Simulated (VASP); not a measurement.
# MgS (gw) (Immm) in VASP: single point with PBEsol

Aim: the single point of MgS (gw) with PBEsol.

All numbers are computed with VASP 6.6.1; they aren't measurements. Logs are shortened: lines on timing, memory, paths and dates and some standing lists are left out, and cuts for length are marked.

**1. The cell of the first run**

Symmetry: Immm, No. 71, orthorhombic system. Conventional cell: a = 3.628 Å, b = 3.673 Å, c = 5.193 Å, α = 90.00°, β = 90.00°, γ = 90.00°. Mg (site symmetry mmm) has 6 S at 2.58 to 2.60 Å within 3.4 Å. S (site symmetry mmm) has 6 Mg at 2.58 to 2.60 Å within 3.4 Å.

**2. Single point, PBEsol**

Input file INCAR:

```
PREC = Accurate
ENCUT = 600
EDIFF = 1E-6
ISMEAR = 0
SIGMA = 0.01
LREAL = F
LASPH = T
NELM = 120
ALGO = Normal
ISIF = 2
LWAVE = F
LCHARG = F
GGA = PS
NBANDS = 11
GGA_COMPAT = F
```

Input file KPOINTS:

```
Automatic mesh
0
Gamma
  4 4 4
```

Input file POSCAR:

```
MgS
1.0
   -0.0159617068      2.5812596481      2.5965821782
    2.5812596481     -0.0159617068      2.5965821782
    2.5652979412      2.5652979412      0.0000000000
Mg S
1 1
Direct
    0.0000000000      0.0000000000      0.0000000000
    0.5000000000      0.5000000000      0.5000000000
```

Potentials or basis: VASP PAW PBE potentials, release 64 (Mg, S).

Launch:

```sh
$ cat potpaw_PBE.64/Mg/POTCAR potpaw_PBE.64/S/POTCAR > POTCAR
$ mpirun -np 1 vasp_std > vasp.out
```

OUTCAR:

```text
PREC = Accurate
   ENCUT = 600
   EDIFF = 1E-6
   ISMEAR = 0
   LREAL = F
   LASPH = T
   NELM = 120
   ISIF = 2
   GGA = PS

 ion  position               nearest neighbor table
   1  0.000  0.000  0.000-   2 2.58   2 2.58   2 2.58   2 2.58   2 2.60   2 2.60
   2  0.500  0.500  0.500-   1 2.58   1 2.58   1 2.58   1 2.58   1 2.60   1 2.60

  LATTYP: Found a body centered orthorhombic cell.
 ALAT       =     3.6278791400
 B/A-ratio  =     1.0124443298
 C/A-ratio  =     1.4314601331

  Lattice vectors:

 A1 = (   0.0159617068,  -2.5812596481,  -2.5965821782)
 A2 = (  -0.0159617069,   2.5812596480,  -2.5965821782)
 A3 = (   2.5812596481,  -0.0159617068,   2.5965821782)

Analysis of symmetry for initial positions (statically):
=====================================================================
 Subroutine PRICEL returns:
 Original cell was already a primitive cell.

 Routine SETGRP: Setting up the symmetry group for a
 body centered orthorhombic supercell.

 Subroutine GETGRP returns: Found  8 space group operations
 (whereof  8 operations were pure point group operations)
 out of a pool of  8 trial point group operations.

The static configuration has the point symmetry D_2h.

Analysis of symmetry for dynamics (positions and initial velocities):
=====================================================================
 Subroutine PRICEL returns:
 Original cell was already a primitive cell.

 Routine SETGRP: Setting up the symmetry group for a
 body centered orthorhombic supercell.

 Subroutine GETGRP returns: Found  8 space group operations
 (whereof  8 operations were pure point group operations)
 out of a pool of  8 trial point group operations.

The dynamic configuration has the point symmetry D_2h.

 Subroutine INISYM returns: Found  8 space group operations
 (whereof  8 operations are pure point group operations),
 and found     1 'primitive' translations

----------------------------------------------------------------------------------------

                                     Primitive cell

  volume of cell :      34.6002

  direct lattice vectors                    reciprocal lattice vectors
    -0.015961707  2.581259648  2.596582178    -0.192513433  0.192513433  0.192560823
     2.581259648 -0.015961707  2.596582178     0.192513433 -0.192513433  0.192560823
     2.565297941  2.565297941  0.000000000     0.194909134  0.194909134 -0.192560823

  length of vectors
     3.661337891  3.661337891  3.627879140     0.333470410  0.333470410  0.336242192

  position of ions in fractional coordinates (direct lattice)
     0.000000000  0.000000000  0.000000000
     0.500000000  0.500000000  0.500000000

  ion indices of the primitive-cell ions
   primitive index   ion index
                 1           1
                 2           2

----------------------------------------------------------------------------------------

 KPOINTS: Automatic mesh

Automatic generation of k-mesh.
 Grid dimensions read from file:
 generate k-points for:    4    4    4

 Generating k-lattice:

  Cartesian coordinates                     Fractional coordinates (reciprocal lattice)
    -0.048128358  0.048128358  0.048140206     0.250000000 -0.000000000  0.000000000
     0.048128358 -0.048128358  0.048140206    -0.000000000  0.250000000  0.000000000
     0.048727283  0.048727283 -0.048140206     0.000000000  0.000000000  0.250000000

  Length of vectors
     0.083367603  0.083367603  0.084060548

  Shift w.r.t. Gamma in fractional coordinates (k-lattice)
     0.000000000  0.000000000  0.000000000

 Subroutine IBZKPT returns following result:
 ===========================================

 Found     18 irreducible k-points:

 Following reciprocal coordinates:
            Coordinates               Weight
  0.000000  0.000000  0.000000      1.000000
  0.250000 -0.000000  0.000000      4.000000
  0.500000 -0.000000  0.000000      2.000000
  0.250000  0.250000  0.000000      2.000000
  0.500000  0.250000  0.000000      4.000000
 -0.250000  0.250000  0.000000      2.000000
[... 10 lines left out ...]
  0.250000  0.250000  0.500000      2.000000
 -0.250000  0.250000  0.500000      2.000000
   k-points           NKPTS =     18   k-points in BZ     NKDIM =     18   number of bands    NBANDS=     11
   number of dos      NEDOS =    301   number of ions     NIONS =      2
   total plane-waves  NPLWV =  27000
   dimension x,y,z NGX =    30 NGY =   30 NGZ =   30
   dimension x,y,z NGXF=    60 NGYF=   60 NGZF=   60
   ions per type =               1   1
   NGX,Y,Z   is equivalent  to a cutoff of  13.62, 13.62, 13.75 a.u.
   NGXF,Y,Z  is equivalent  to a cutoff of  27.24, 27.24, 27.49 a.u.
 SYSTEM =  unknown system
   PREC   = accura    normal or accurate (medium, high low for compatibility)
   ISTART =      0    job   : 0-new  1-cont  2-samecut
   ICHARG =      2    charge: 1-file 2-atom 10-const
   ISPIN  =      1    spin polarized calculation?
   LNONCOLLINEAR =      F non collinear calculations
   LSORBIT =      F    spin-orbit coupling
   LASPH  =      T    aspherical Exc in radial PAW
   ENCUT  =  600.0 eV  44.10 Ry    6.64 a.u.   7.31  7.31  7.25*2*pi/ulx,y,z
   NELM   =    120;   NELMIN=  2; NELMDL= -5     # of ELM steps
   EDIFF  = 0.1E-05   stopping-criterion for ELM
   LREAL  =      F    real-space projection
   EDIFFG = 0.1E-04   stopping-criterion for IOM
   NSW    =      0    number of steps for IOM
   IBRION =     -1    ionic relax: 0-MD 1-quasi-New 2-CG
   NFREE  =      0    steps in history (QN), initial steepest desc. (CG)
   ISIF   =      2    stress and relaxation
   ISYM   =      2    0-nonsym 1-usesym 2-fastsym
   POTIM  = 0.5000    time-step for ionic-motion
   TEBEG  =    0.0;   TEEND  =   0.0 temperature during run
   PSTRESS=    0.0 pullay stress
   NELECT =       8.0000    total number of electrons
   NUPDOWN=      -1.0000    fix difference up-down
   EMIN   =  10.00;   EMAX   =-10.00  energy-range for DOS
   EFERMI =   0.00;   METHOD = LEGACY
   ISMEAR =     0;   SIGMA  =   0.01  broadening in eV -4-tet -1-fermi 0-gaus
   EFERMI_NEDOS =   21; number of points for ismear=-14 and -15
   IALGO  =     38    algorithm
   IMIX   =      4    mixing-type and parameters
     AMIX     =   0.40;   BMIX     =  1.00
     AMIX_MAG =   1.60;   BMIX_MAG =  1.00
  volume/ion in A,a.u.               =      17.30       116.75
  Fermi-wavevector in a.u.,A,eV,Ry     =   1.004797  1.898792 13.736687  1.009618
  Thomas-Fermi vector in A             =   2.137436
   LORBIT       =      0    0 simple, 1 ext, 2 COOP (PROOUT), +10 PAW based schemes
   GGA     = PS    functional components
   LHFCALC =     F    Hartree Fock is set to
   AEXX    =    0.0000 exact exchange contribution
   IVDW    =     0    specifies the selected vdW correction
   LEPSILON=     F    determine dielectric tensor
   LRPA    =     F    only Hartree local field effects (RPA)
 non-spin polarized calculation
 Gauss-broadening in eV      SIGMA  =   0.01
  energy-cutoff  :      600.00
  volume of cell :       34.60
 maximum number of plane-waves:      1175
 NGX is ok and might be reduce to    30
   NGX = 15   NGY = 15   NGZ = 15

 number of electron       8.0000000 magnetization

 Free energy of the ion-electron system (eV)
  ---------------------------------------------------
  ext. energy  EPLUGINS =         0.00000000
  ---------------------------------------------------
  free energy    TOTEN  =        -9.02129882 eV

  energy without entropy =       -9.02129882  energy(sigma->0) =       -9.02129882

 E-fermi :   3.9978     XC(G=0):  -9.9029

 val. band max:        3.9165748804   @ k =   0.0000   0.0000   0.0000
 cond. band min:       6.5688509198   @ k =   0.5000  -0.0000   0.5000
 fundamental gap:      2.6522760394
 Fermi energy:         3.9977736990

 k-point     1 :       0.0000    0.0000    0.0000
  band No.  band energies     occupation
      1      -8.9223      2.00000
      2       3.7997      2.00000
      3       3.8825      2.00000
      4       3.9166      2.00000
      5       7.5819      0.00000
      6      11.6011      0.00000
      7      11.6486      0.00000
      8      11.8153      0.00000
      9      14.1351      0.00000
     10      14.2213      0.00000
     11      16.1738      0.00000

 k-point     2 :       0.2500   -0.0000    0.0000
  band No.  band energies     occupation
      1      -8.3434      2.00000
      2       0.9305      2.00000
      3       3.5184      2.00000
      4       3.5846      2.00000
      5       8.7723      0.00000
      6      11.5663      0.00000
      7      11.7127      0.00000
      8      12.1211      0.00000
      9      14.0335      0.00000
     10      14.1807      0.00000
     11      15.7519      0.00000

 k-point     3 :       0.5000   -0.0000    0.0000
  band No.  band energies     occupation
      1      -7.5618      2.00000
      2      -1.1594      2.00000
      3       3.2394      2.00000
      4       3.3081      2.00000
      5       8.3138      0.00000
      6      10.6672      0.00000
      7      10.8116      0.00000
      8      14.1171      0.00000
      9      15.9066      0.00000
     10      18.2238      0.00000
     11      18.3466      0.00000
[... 183 lines left out ...]
 k-point    17 :       0.2500    0.2500    0.5000
  band No.  band energies     occupation
      1      -7.6059      2.00000
      2       0.0260      2.00000
      3       1.4458      2.00000
      4       3.1591      2.00000
      5       9.3960      0.00000
      6      11.4816      0.00000
      7      11.6211      0.00000
      8      11.7048      0.00000
      9      14.2737      0.00000
     10      18.2537      0.00000
     11      18.9870      0.00000

 k-point    18 :      -0.2500    0.2500    0.5000
  band No.  band energies     occupation
      1      -7.0953      2.00000
      2       0.4739      2.00000
      3       0.4931      2.00000
      4       1.4384      2.00000
      5       9.0921      0.00000
      6      11.6689      0.00000
      7      11.7097      0.00000
      8      11.8511      0.00000
      9      18.1348      0.00000
     10      18.4157      0.00000
     11      19.6079      0.00000

------------------------ aborting loop because EDIFF is reached ----------------------------------------

  FORCE on cell =-STRESS in cart. coord.  units (eV):
  Direction    XX          YY          ZZ          XY          YZ          ZX
  --------------------------------------------------------------------------------------
  -------------------------------------------------------------------------------------
  Total        0.1926751      0.1926751      0.0471448      0.1496141      0.0000000      0.0000000
  in kB        8.9218975      8.9218975      2.1830594      6.9279404      0.0000000      0.0000000
  external PRESSURE =       6.6756181 kB  Pullay stress =       0.0000000 kB

 VOLUME and BASIS-vectors are now :
 -----------------------------------------------------------------------------
  energy-cutoff  :      600.00
  volume of cell :       34.60
      direct lattice vectors                 reciprocal lattice vectors
    -0.015961707  2.581259648  2.596582178    -0.192513433  0.192513433  0.192560823
     2.581259648 -0.015961707  2.596582178     0.192513433 -0.192513433  0.192560823
     2.565297941  2.565297941  0.000000000     0.194909134  0.194909134 -0.192560823

 POSITION                                       TOTAL-FORCE (eV/Angst)
 -----------------------------------------------------------------------------------
      0.00000      0.00000      0.00000         0.000000     -0.000000      0.000000
      2.56530      2.56530      2.59658        -0.000000      0.000000      0.000000
 -----------------------------------------------------------------------------------
    total drift:                               -0.000000     -0.000000      0.000000

  FREE ENERGIE OF THE ION-ELECTRON SYSTEM (eV)
  ---------------------------------------------------
  free  energy   TOTEN  =        -9.0212988151 eV

  energy  without entropy=       -9.0212988151  energy(sigma->0) =       -9.02129882
```

It took 16 s on 1 thread of Intel Xeon 8259CL, shared host; peak memory 0.16 GiB.

Results:

| Property | Result |
| --- | --- |
| Free energy | -9.0213 eV |
| Pressure | 0.7 GPa |
| Band gap on the k mesh | 2.65 eV, indirect (least direct gap 3.67 eV) |

Stress tensor (GPa, compression positive):
```
0.89 0.69 0.00
0.69 0.89 0.00
0.00 0.00 0.22
```

Levels at points of the mesh, in eV from the valence-band top:
| k point | band 1 | band 2 | band 3 | band 4 | band 5 | band 6 | band 7 | band 8 |
| --- | --- | --- | --- | --- | --- | --- | --- | --- |
| (0.00, 0.00, 0.00) | -12.84 | -0.12 | -0.03 | 0.00 | 3.67 | 7.68 | 7.73 | 7.90 |
| (0.50, 0.00, 0.00) | -11.48 | -5.08 | -0.68 | -0.61 | 4.40 | 6.75 | 6.90 | 10.20 |
| (0.50, 0.50, 0.00) | -11.08 | -4.42 | -1.87 | -1.71 | 2.68 | 4.14 | 11.95 | 12.80 |
| (0.00, 0.00, 0.50) | -11.44 | -5.04 | -0.72 | -0.69 | 4.31 | 6.71 | 6.73 | 10.17 |
| (0.50, 0.00, 0.50) | -11.06 | -4.42 | -1.84 | -1.79 | 2.65 | 4.11 | 12.00 | 12.80 |

Caveat: the k points lie up to 0.53 Å⁻¹ apart; the PAW data sets were made with another functional, which shifts forces and pressure a little. A k mesh can miss the band edges.
